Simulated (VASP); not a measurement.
Ca, 1 atom in the cell. Symmetry: Fm-3m, No. 225, cubic system. Conventional cell: a = 5.343 Å, b = 5.343 Å, c = 5.343 Å, α = 90.00°, β = 90.00°, γ = 90.00°. Within 5.0 Å of Ca (site symmetry m-3m) lie 12 Ca at 3.78 Å. 

```yaml
Program: VASP 6.6.1
Task: single point
Functional: LDA
Potentials_or_basis: VASP PAW LDA potentials, release 64 (Ca_sv)
Cutoff: 520 eV
k_mesh: 10 × 10 × 10
Occupations: fermi-dirac, width 0.6 eV
Spin: no spin polarisation
Dipole_correction: no
Further_INCAR_settings: ALGO = Normal; EDIFF = 1e-06; NBANDS = 11
```

Potentials or basis: VASP PAW LDA potentials, release 64 (Ca_sv).

Command:

```sh
$ cat potpaw_LDA.64/Ca_sv/POTCAR > POTCAR
$ mpirun -np 1 vasp_std > vasp.out
```

Hardware: 1 thread of AMD EPYC 9R45 96-Core Processor (Zen 5), on a shared host.

Estimate the wall time of this run.

It took 7.9 s on 1 thread of AMD EPYC 9R45 96-Core Processor (Zen 5) (shared host), peak memory 0.12 GiB. Counts: scf iterations 11, k points 47.
